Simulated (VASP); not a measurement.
# Sn (Fd-3m) in VASP: notebook, part 2 of 3

VASP 6.6.1. The steps go on from the part before.

**4. Single point, LDA**

This run uses another cell than the first one, of 31.77 Å³/atom, 0.904 times its volume.

Input file INCAR:

```
PREC = Accurate ; ENCUT = 520
EDIFF = 1E-7 ; ISMEAR = -1
SIGMA = 0.05 ; LREAL = F
LASPH = T ; NELM = 80
ALGO = Normal ; ISIF = 2
LWAVE = F ; LCHARG = F
NBANDS = 21
```

Input file KPOINTS:

```
Automatic mesh
0
Gamma
  7 7 7
```

Input file POSCAR:

```
Sn
1.0
    0.0000000000      3.1673376916      3.1673376916
    3.1673376916      0.0000000000      3.1673376916
    3.1673376916      3.1673376916      0.0000000000
Sn
2
Direct
    0.7500000000      0.7500000000      0.7500000000
    0.5000000000      0.5000000000      0.5000000000
```

Potentials or basis: VASP PAW LDA potentials, release 64 (Sn_d).

The run is started by

```
$ cat potpaw_LDA.64/Sn_d/POTCAR > POTCAR
$ mpirun -np 1 vasp_std > vasp.out
```

OUTCAR:

```text
PREC = Accurate
   ENCUT = 520
   EDIFF = 1E-7
   ISMEAR = -1
   LREAL = F
   LASPH = T
   NELM = 80
   ISIF = 2

 ion  position               nearest neighbor table
   1  0.750  0.750  0.750-   2 2.74   2 2.74   2 2.74   2 2.74
   2  0.500  0.500  0.500-   1 2.74   1 2.74   1 2.74   1 2.74

  LATTYP: Found a face centered cubic cell.
 ALAT       =     6.3346753832

  Lattice vectors:

 A1 = (   0.0000000000,   3.1673376916,   3.1673376916)
 A2 = (   3.1673376916,   0.0000000000,   3.1673376916)
 A3 = (   3.1673376916,   3.1673376916,   0.0000000000)

Analysis of symmetry for initial positions (statically):
=====================================================================
 Subroutine PRICEL returns:
 Original cell was already a primitive cell.

 Routine SETGRP: Setting up the symmetry group for a
 face centered cubic supercell.

 Subroutine GETGRP returns: Found 48 space group operations
 (whereof 24 operations were pure point group operations)
 out of a pool of 48 trial point group operations.

The static configuration has the point symmetry T_d .
 The point group associated with its full space group is O_h .

Analysis of symmetry for dynamics (positions and initial velocities):
=====================================================================
 Subroutine PRICEL returns:
 Original cell was already a primitive cell.

 Routine SETGRP: Setting up the symmetry group for a
 face centered cubic supercell.

 Subroutine GETGRP returns: Found 48 space group operations
 (whereof 24 operations were pure point group operations)
 out of a pool of 48 trial point group operations.

The dynamic configuration has the point symmetry T_d .
 The point group associated with its full space group is O_h .

 Subroutine INISYM returns: Found 48 space group operations
 (whereof 24 operations are pure point group operations),
[... 103 lines left out ...]
   NUPDOWN=      -1.0000    fix difference up-down
   EMIN   =  10.00;   EMAX   =-10.00  energy-range for DOS
   EFERMI =   0.00;   METHOD = LEGACY
   ISMEAR =    -1;   SIGMA  =   0.05  broadening in eV -4-tet -1-fermi 0-gaus
   EFERMI_NEDOS =   21; number of points for ismear=-14 and -15
   IALGO  =     38    algorithm
   IMIX   =      4    mixing-type and parameters
     AMIX     =   0.40;   BMIX     =  1.00
     AMIX_MAG =   1.60;   BMIX_MAG =  1.00
  volume/ion in A,a.u.               =      31.77       214.43
  Fermi-wavevector in a.u.,A,eV,Ry     =   1.245728  2.354084 21.114033  1.551838
  Thomas-Fermi vector in A             =   2.379937
   LORBIT       =      0    0 simple, 1 ext, 2 COOP (PROOUT), +10 PAW based schemes
   GGA     = CA    functional components
   LHFCALC =     F    Hartree Fock is set to
   AEXX    =    0.0000 exact exchange contribution
   IVDW    =     0    specifies the selected vdW correction
   LEPSILON=     F    determine dielectric tensor
   LRPA    =     F    only Hartree local field effects (RPA)
 non-spin polarized calculation
  energy-cutoff  :      520.00
  volume of cell :       63.55
 maximum number of plane-waves:      1729
 NGX is ok and might be reduce to    36
   NGX = 17   NGY = 17   NGZ = 17

 number of electron      28.0000001 magnetization

 Free energy of the ion-electron system (eV)
  ---------------------------------------------------
  ext. energy  EPLUGINS =         0.00000000
  ---------------------------------------------------
  free energy    TOTEN  =        -8.88029503 eV

  energy without entropy =       -8.87866278  energy(sigma->0) =       -8.87947891

 E-fermi :   6.1828     XC(G=0):  -9.5096

 val. band max:        5.8920141873   @ k =   0.0000   0.0000   0.0000
 cond. band min:       6.2560164839   @ k =   0.4286   0.0000   0.0000
 fundamental gap:      0.3640022966
 Fermi energy:         6.1828308113

 k-point     1 :       0.0000    0.0000    0.0000
  band No.  band energies     occupation
      1     -15.6028      2.00000
      2     -15.6028      2.00000
      3     -15.6028      2.00000
      4     -15.5306      2.00000
      5     -15.5306      2.00000
      6     -15.1528      2.00000
[... 469 lines left out ...]
     20      15.1675      0.00000
     21      17.0399      0.00000

------------------------ aborting loop because EDIFF is reached ----------------------------------------

  FORCE on cell =-STRESS in cart. coord.  units (eV):
  Direction    XX          YY          ZZ          XY          YZ          ZX
  --------------------------------------------------------------------------------------
  -------------------------------------------------------------------------------------
  Total        1.3827673      1.3827673      1.3827673     -0.0000000      0.0000000     -0.0000000
  in kB       34.8615407     34.8615407     34.8615407     -0.0000000      0.0000000     -0.0000000
  external PRESSURE =      34.8615407 kB  Pullay stress =       0.0000000 kB

 VOLUME and BASIS-vectors are now :
 -----------------------------------------------------------------------------
  energy-cutoff  :      520.00
  volume of cell :       63.55
      direct lattice vectors                 reciprocal lattice vectors
     0.000000000  3.167337692  3.167337692    -0.157861286  0.157861286  0.157861286
     3.167337692  0.000000000  3.167337692     0.157861286 -0.157861286  0.157861286
     3.167337692  3.167337692  0.000000000     0.157861286  0.157861286 -0.157861286

 POSITION                                       TOTAL-FORCE (eV/Angst)
 -----------------------------------------------------------------------------------
      4.75101      4.75101      4.75101         0.000000      0.000000      0.000000
      3.16734      3.16734      3.16734        -0.000000     -0.000000     -0.000000
 -----------------------------------------------------------------------------------
    total drift:                                0.000000      0.000000      0.000000

  FREE ENERGIE OF THE ION-ELECTRON SYSTEM (eV)
  ---------------------------------------------------
  free  energy   TOTEN  =        -8.8802950335 eV

  energy  without entropy=       -8.8786627821  energy(sigma->0) =       -8.87947891
```

It took 64 s on 1 thread of AMD EPYC 7R13, shared host; peak memory 0.14 GiB.

What came out:

```
Free energy            : -8.8803 eV
Pressure               : 3.5 GPa
Band gap on the k mesh : zero (filled and empty bands overlap)
```

Levels at points of the mesh, in eV from the Fermi level:
| k point | band 12 | band 13 | band 14 | band 15 | band 16 | band 17 |
| --- | --- | --- | --- | --- | --- | --- |
| (0.00, 0.00, 0.00) | -0.29 | 0.08 | 0.08 | 0.08 | 2.14 | 2.14 |

Caveat: spin-orbit coupling is left out, which moves the levels of the heavy elements.

**5. Single point, LDA**

This run uses another cell than the first one, of 33.80 Å³/atom, 0.962 times its volume.

Input file INCAR:

```
PREC = Accurate
ENCUT = 520
EDIFF = 1E-6
ISMEAR = -1
SIGMA = 0.05
LREAL = False
LASPH = True
NELM = 60
ALGO = Normal
ISIF = 2
LWAVE = False
LCHARG = False
NBANDS = 21
```

Input file KPOINTS:

```
regular mesh
0
Gamma
  7 7 7
```

Input file POSCAR:

```
Sn
1.0
    0.0000000000      3.2333428000      3.2333428000
    3.2333428000      0.0000000000      3.2333428000
    3.2333428000      3.2333428000      0.0000000000
Sn
2
Direct
    0.7500000000      0.7500000000      0.7500000000
    0.5000000000      0.5000000000      0.5000000000
```

Potentials or basis: VASP PAW LDA potentials, release 64 (Sn_d).

The run is started by

```
$ cat potpaw_LDA.64/Sn_d/POTCAR > POTCAR
$ mpirun -np 1 vasp_std > vasp.out
```

OUTCAR:

```text
PREC = Accurate
   ENCUT = 520
   EDIFF = 1E-6
   ISMEAR = -1
   LREAL = False
   LASPH = True
   NELM = 60
   ISIF = 2

 ion  position               nearest neighbor table
   1  0.750  0.750  0.750-   2 2.80   2 2.80   2 2.80   2 2.80
   2  0.500  0.500  0.500-   1 2.80   1 2.80   1 2.80   1 2.80

  LATTYP: Found a face centered cubic cell.
 ALAT       =     6.4666856000

  Lattice vectors:

 A1 = (   0.0000000000,   3.2333428000,   3.2333428000)
 A2 = (   3.2333428000,   0.0000000000,   3.2333428000)
 A3 = (   3.2333428000,   3.2333428000,   0.0000000000)

Analysis of symmetry for initial positions (statically):
=====================================================================
 Subroutine PRICEL returns:
 Original cell was already a primitive cell.

 Routine SETGRP: Setting up the symmetry group for a
 face centered cubic supercell.

 Subroutine GETGRP returns: Found 48 space group operations
 (whereof 24 operations were pure point group operations)
 out of a pool of 48 trial point group operations.

The static configuration has the point symmetry T_d .
 The point group associated with its full space group is O_h .

Analysis of symmetry for dynamics (positions and initial velocities):
=====================================================================
 Subroutine PRICEL returns:
 Original cell was already a primitive cell.

 Routine SETGRP: Setting up the symmetry group for a
 face centered cubic supercell.

 Subroutine GETGRP returns: Found 48 space group operations
 (whereof 24 operations were pure point group operations)
 out of a pool of 48 trial point group operations.

The dynamic configuration has the point symmetry T_d .
 The point group associated with its full space group is O_h .

 Subroutine INISYM returns: Found 48 space group operations
 (whereof 24 operations are pure point group operations),
 and found     1 'primitive' translations

----------------------------------------------------------------------------------------

                                     Primitive cell

  volume of cell :      67.6060

  direct lattice vectors                    reciprocal lattice vectors
     0.000000000  3.233342800  3.233342800    -0.154638723  0.154638723  0.154638723
     3.233342800  0.000000000  3.233342800     0.154638723 -0.154638723  0.154638723
     3.233342800  3.233342800  0.000000000     0.154638723  0.154638723 -0.154638723

  length of vectors
     4.572637240  4.572637240  4.572637240     0.267842124  0.267842124  0.267842124

  position of ions in fractional coordinates (direct lattice)
     0.750000000  0.750000000  0.750000000
     0.500000000  0.500000000  0.500000000

  ion indices of the primitive-cell ions
   primitive index   ion index
                 1           1
                 2           2

----------------------------------------------------------------------------------------

 KPOINTS: regular mesh

Automatic generation of k-mesh.
 Grid dimensions read from file:
 generate k-points for:    7    7    7

 Generating k-lattice:

  Cartesian coordinates                     Fractional coordinates (reciprocal lattice)
    -0.022091246  0.022091246  0.022091246     0.142857143  0.000000000  0.000000000
     0.022091246 -0.022091246  0.022091246     0.000000000  0.142857143  0.000000000
     0.022091246  0.022091246 -0.022091246     0.000000000  0.000000000  0.142857143

  Length of vectors
     0.038263161  0.038263161  0.038263161

  Shift w.r.t. Gamma in fractional coordinates (k-lattice)
     0.000000000  0.000000000  0.000000000

 Subroutine IBZKPT returns following result:
 ===========================================

 Found     20 irreducible k-points:

 Following reciprocal coordinates:
            Coordinates               Weight
  0.000000  0.000000  0.000000      1.000000
  0.142857  0.000000  0.000000      8.000000
  0.285714  0.000000  0.000000      8.000000
  0.428571  0.000000  0.000000      8.000000
  0.142857  0.142857  0.000000      6.000000
  0.285714  0.142857  0.000000     24.000000
[... 12 lines left out ...]
 -0.428571  0.428571  0.142857     24.000000
 -0.285714  0.428571  0.142857     24.000000
   k-points           NKPTS =     20   k-points in BZ     NKDIM =     20   number of bands    NBANDS=     21
   number of dos      NEDOS =    301   number of ions     NIONS =      2
   total plane-waves  NPLWV =  46656
   dimension x,y,z NGX =    36 NGY =   36 NGZ =   36
   dimension x,y,z NGXF=    72 NGYF=   72 NGZF=   72
   ions per type =               2
   NGX,Y,Z   is equivalent  to a cutoff of  13.09, 13.09, 13.09 a.u.
   NGXF,Y,Z  is equivalent  to a cutoff of  26.18, 26.18, 26.18 a.u.
 SYSTEM =  unknown system
   PREC   = accura    normal or accurate (medium, high low for compatibility)
   ISTART =      0    job   : 0-new  1-cont  2-samecut
   ICHARG =      2    charge: 1-file 2-atom 10-const
   ISPIN  =      1    spin polarized calculation?
   LNONCOLLINEAR =      F non collinear calculations
   LSORBIT =      F    spin-orbit coupling
   LASPH  =      T    aspherical Exc in radial PAW
   ENCUT  =  520.0 eV  38.22 Ry    6.18 a.u.   8.50  8.50  8.50*2*pi/ulx,y,z
   NELM   =     60;   NELMIN=  2; NELMDL= -5     # of ELM steps
   EDIFF  = 0.1E-05   stopping-criterion for ELM
   LREAL  =      F    real-space projection
   EDIFFG = 0.1E-04   stopping-criterion for IOM
   NSW    =      0    number of steps for IOM
   IBRION =     -1    ionic relax: 0-MD 1-quasi-New 2-CG
   NFREE  =      0    steps in history (QN), initial steepest desc. (CG)
   ISIF   =      2    stress and relaxation
   ISYM   =      2    0-nonsym 1-usesym 2-fastsym
   POTIM  = 0.5000    time-step for ionic-motion
   TEBEG  =    0.0;   TEEND  =   0.0 temperature during run
   PSTRESS=    0.0 pullay stress
   NELECT =      28.0000    total number of electrons
   NUPDOWN=      -1.0000    fix difference up-down
   EMIN   =  10.00;   EMAX   =-10.00  energy-range for DOS
   EFERMI =   0.00;   METHOD = LEGACY
   ISMEAR =    -1;   SIGMA  =   0.05  broadening in eV -4-tet -1-fermi 0-gaus
   EFERMI_NEDOS =   21; number of points for ismear=-14 and -15
   IALGO  =     38    algorithm
   IMIX   =      4    mixing-type and parameters
     AMIX     =   0.40;   BMIX     =  1.00
     AMIX_MAG =   1.60;   BMIX_MAG =  1.00
  volume/ion in A,a.u.               =      33.80       228.11
  Fermi-wavevector in a.u.,A,eV,Ry     =   1.220298  2.306028 20.260793  1.489126
  Thomas-Fermi vector in A             =   2.355520
   LORBIT       =      0    0 simple, 1 ext, 2 COOP (PROOUT), +10 PAW based schemes
   GGA     = CA    functional components
   LHFCALC =     F    Hartree Fock is set to
   AEXX    =    0.0000 exact exchange contribution
   IVDW    =     0    specifies the selected vdW correction
   LEPSILON=     F    determine dielectric tensor
   LRPA    =     F    only Hartree local field effects (RPA)
 non-spin polarized calculation
  energy-cutoff  :      520.00
  volume of cell :       67.61
 maximum number of plane-waves:      1841
 NGX is ok and might be reduce to    36
   NGX = 17   NGY = 17   NGZ = 17

 number of electron      28.0000008 magnetization

 Free energy of the ion-electron system (eV)
  ---------------------------------------------------
  ext. energy  EPLUGINS =         0.00000000
  ---------------------------------------------------
  free energy    TOTEN  =        -8.92553991 eV

  energy without entropy =       -8.92329255  energy(sigma->0) =       -8.92441623

 E-fermi :   5.3917     XC(G=0):  -9.2383

 val. band max:        5.2121153448   @ k =   0.1429   0.0000   0.0000
 cond. band min:       5.4347945888   @ k =   0.4286   0.0000   0.0000
 fundamental gap:      0.2226792440
 Fermi energy:         5.3916689838

 k-point     1 :       0.0000    0.0000    0.0000
  band No.  band energies     occupation
      1     -16.1506      2.00000
      2     -16.1506      2.00000
      3     -16.1506      2.00000
      4     -16.0877      2.00000
      5     -16.0877      2.00000
      6     -15.7666      2.00000
[... 13 lines left out ...]
     20      13.5476      0.00000
     21      13.5477      0.00000
[... 433 lines left out ...]
 k-point    20 :      -0.2857    0.4286    0.1429
  band No.  band energies     occupation
      1     -16.2266      2.00000
      2     -16.2134      2.00000
      3     -16.0393      2.00000
      4     -15.9684      2.00000
      5     -15.9485      2.00000
      6     -15.9149      2.00000
[... 13 lines left out ...]
     20      14.2308      0.00000
     21      15.9390      0.00000

------------------------ aborting loop because EDIFF is reached ----------------------------------------

  FORCE on cell =-STRESS in cart. coord.  units (eV):
  Direction    XX          YY          ZZ          XY          YZ          ZX
  --------------------------------------------------------------------------------------
  -------------------------------------------------------------------------------------
  Total        0.0702616      0.0702616      0.0702616      0.0000000      0.0000000      0.0000000
  in kB        1.6651108      1.6651108      1.6651108      0.0000000      0.0000000      0.0000000
  external PRESSURE =       1.6651108 kB  Pullay stress =       0.0000000 kB

 VOLUME and BASIS-vectors are now :
 -----------------------------------------------------------------------------
  energy-cutoff  :      520.00
  volume of cell :       67.61
      direct lattice vectors                 reciprocal lattice vectors
     0.000000000  3.233342800  3.233342800    -0.154638723  0.154638723  0.154638723
     3.233342800  0.000000000  3.233342800     0.154638723 -0.154638723  0.154638723
     3.233342800  3.233342800  0.000000000     0.154638723  0.154638723 -0.154638723

 POSITION                                       TOTAL-FORCE (eV/Angst)
 -----------------------------------------------------------------------------------
      4.85001      4.85001      4.85001         0.000000      0.000000      0.000000
      3.23334      3.23334      3.23334        -0.000000     -0.000000     -0.000000
 -----------------------------------------------------------------------------------
    total drift:                                0.000000      0.000000      0.000000

  FREE ENERGIE OF THE ION-ELECTRON SYSTEM (eV)
  ---------------------------------------------------
  free  energy   TOTEN  =        -8.9255399104 eV

  energy  without entropy=       -8.9232925503  energy(sigma->0) =       -8.92441623
```

OSZICAR:

```text
N       E                     dE             d eps       ncg     rms          rms(c)
DAV:   1     0.232435262987E+03    0.23244E+03   -0.14819E+04   860   0.195E+03
DAV:   2     0.173187484004E+02   -0.21512E+03   -0.21052E+03   860   0.456E+02
DAV:   3    -0.820231004642E+01   -0.25521E+02   -0.25389E+02   975   0.144E+02
DAV:   4    -0.902882685387E+01   -0.82652E+00   -0.82622E+00   940   0.294E+01
DAV:   5    -0.905728279007E+01   -0.28456E-01   -0.28455E-01  1200   0.530E+00    0.335E+00
DAV:   6    -0.896867323013E+01    0.88610E-01   -0.39772E-02  1058   0.212E+00    0.189E+00
DAV:   7    -0.892485084083E+01    0.43822E-01   -0.62948E-02   875   0.219E+00    0.148E-01
DAV:   8    -0.892545805850E+01   -0.60722E-03   -0.56119E-03   980   0.823E-01    0.514E-02
DAV:   9    -0.892553918005E+01   -0.81122E-04   -0.18827E-04  1077   0.108E-01    0.163E-02
DAV:  10    -0.892553963630E+01   -0.45625E-06   -0.12315E-05  1061   0.326E-02    0.367E-03
DAV:  11    -0.892553991040E+01   -0.27410E-06   -0.12183E-06   729   0.718E-03
   1 F= -.89255399E+01 E0= -.89244162E+01  d E =-.224736E-02
```

stdout:

```text
POSCAR found type information on POSCAR Sn
 POSCAR found :  1 types and       2 ions
 scaLAPACK will be used
 LDA part: xc-table for (Slater(with rela. corr.)+CA(PZ))
 , standard interpolation
 POSCAR, INCAR and KPOINTS ok, starting setup
 FFT: planning ... GRIDC
 FFT: planning ... GRID_SOFT
 FFT: planning ... GRID
 WAVECAR not read
 entering main loop
```

Wall time 61 s (1 thread of AMD EPYC 7R13, shared host); peak memory 0.14 GiB.

Results:

```
Free energy            : -8.9255 eV
Pressure               : 0.2 GPa
Band gap on the k mesh : zero (band 14 reaches 5.57 eV, above the bottom of band 15 at 5.43 eV)
```

Levels at points of the mesh, in eV from the Fermi level:
```tsv
k point	band 11	band 12	band 13	band 14	band 15	band 16	band 17	band 18
(0.00, 0.00, 0.00)	-10.63	-0.63	0.18	0.18	0.18	2.24	2.24	2.24
```

Caveat: spin-orbit coupling is left out, which moves the levels of the heavy elements.

[end of part 2 of 3]
